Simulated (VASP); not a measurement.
Set up this calculation in VASP 6.6.1, as the native input.

```yaml
Task: single point
Functional: RPBE
Potentials_or_basis: VASP PAW PBE potentials, release 64 (Pd)
Cutoff: 520 eV
k_mesh: 22 × 22 × 22
Occupations: fermi-dirac, width 0.05 eV
Spin: collinear spin, ferromagnetic start
Starting_moments: "[0.356] μB"
Dipole_correction: no
Further_INCAR_settings: ALGO = Normal; EDIFF = 1e-06; NBANDS = 15
```

The structure of Pd lies in POSCAR:

```
Pd
1.0
    0.0000000000      2.0191238280      2.0191238280
    2.0191238280      0.0000000000      2.0191238280
    2.0191238280      2.0191238280      0.0000000000
Pd
1
Direct
    0.0000000000      0.0000000000      0.0000000000
```

This cell differs from its parent crystal: volume scaled by 1.04.

The input as run:

INCAR

```
  ALGO = Normal
  EDIFF = 1E-6
  ENCUT = 520
  GGA = RP
  ISIF = 2
  ISMEAR = -1
  ISPIN = 2
  LASPH = T
  LCHARG = F
  LMAXMIX = 4
  LORBIT = 11
  LREAL = F
  LWAVE = F
  MAGMOM = 0.356
  NBANDS = 15
  NELM = 150
  PREC = Accurate
  SIGMA = 0.05
```

KPOINTS

```
k-points
0
Gamma
  22 22 22
```

Potentials or basis: VASP PAW PBE potentials, release 64 (Pd).

Launch:

```console
$ cat potpaw_PBE.64/Pd/POTCAR > POTCAR
$ mpirun -np 1 vasp_std > vasp.out
```

It gave:

| Quantity | Value |
| --- | --- |
| Pressure | -5.5 GPa |
| Net moment | 0.38 μB per cell |
| Site moments | Pd +0.38 μB |
| Valence electrons inside the program's atomic spheres | Pd 9.25 |

Caveat: the PAW data sets were made with another functional, which shifts forces and pressure a little.

It took 71 s on 1 thread of Intel(R) Xeon(R) Platinum 8375C CPU @ 2.90GHz (Ice Lake), with other jobs on the host, peak memory 0.24 GiB.
